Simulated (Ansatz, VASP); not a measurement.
Ni in VASP and in Ansatz

```
Ni
1.0
     2.26000    0.00000    0.00000
     0.00000    2.26000    0.00000
     0.00000    0.00000    2.26000
Ni
1
Direct
  0.00000 0.00000 0.00000
```

Alike in both runs: functional LDA; k mesh 14 × 14 × 14; occupations fermi-dirac, width 0.05 eV; collinear spin.

Ansatz relaxed the structure, and its values are those at the end. VASP's run is a single point on that final structure, the one shown.

|  | VASP | Ansatz |
| --- | --- | --- |
| version | VASP 6.6.1 | Ansatz 0.2.0 |
| potentials or method | VASP PAW LDA potentials, release 64 (Ni), cutoff 520 eV | plane waves (420 eV) with PAW, scalar-relativistic |
| valence electrons in the cell | 10 | 18 |

|  | VASP | Ansatz | Ansatz less VASP |
| --- | --- | --- | --- |
| pressure (GPa) | -0.1 | 0.0 | +0.13 |
| net moment per atom (μB) | 0.45 | 0.47 | +0.024 |
| size of the moment on the site where the two differ most (μB) | 0.45 | 0.48 | +0.032 |

Ansatz warns that its potentials were made for another functional, while VASP's fit it. LDA's correlation is that of Perdew and Zunger in VASP and of Perdew and Wang (1992) in Ansatz. Site moments also hang on the region over which each program counts them. VASP's potentials hold 10 valence electrons a cell and Ansatz's 18, so a difference there can come from the potentials and not from the codes.
